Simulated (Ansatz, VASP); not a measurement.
**Two plane-wave programs on P**

```
P
1.0
     3.30547    0.00000    0.00000
     0.00000   35.08788    0.00000
     0.00000    0.00000    4.66276
P
4
Direct
  0.50000 0.97026 0.90785
  0.50000 0.02974 0.09215
  0.00000 0.02974 0.40785
  0.00000 0.97026 0.59215
```

Alike in both runs: task single point; functional LDA; k mesh 8 × 1 × 6; occupations fermi-dirac, width 0.05 eV; no spin polarisation.

|  | VASP | Ansatz |
| --- | --- | --- |
| version | VASP 6.6.1 | Ansatz 0.2.0 |
| potentials or method | VASP PAW LDA potentials, release 64 (P) | Ansatz PAW |
| plane-wave cutoff (eV) | 520 | 420 |
| valence electrons in the cell | 20 | 20 |

Ansatz gave:

| Property | Result |
| --- | --- |
| gap on the k mesh at the Fermi level (eV) | 0.85 |
| least direct gap on the mesh (eV) | 0.85 |
| rms of the force components (eV/Å) | 0.100 |

Task: Estimate VASP's values.

Result: gap on the k mesh at the Fermi level (eV): 0.87; least direct gap on the mesh (eV): 0.87; rms of the force components (eV/Å): 0.110.

LDA's correlation is that of Perdew and Zunger in VASP and of Perdew and Wang (1992) in Ansatz. Atom by atom the forces differ by 0.024 eV/Å (rms over components).
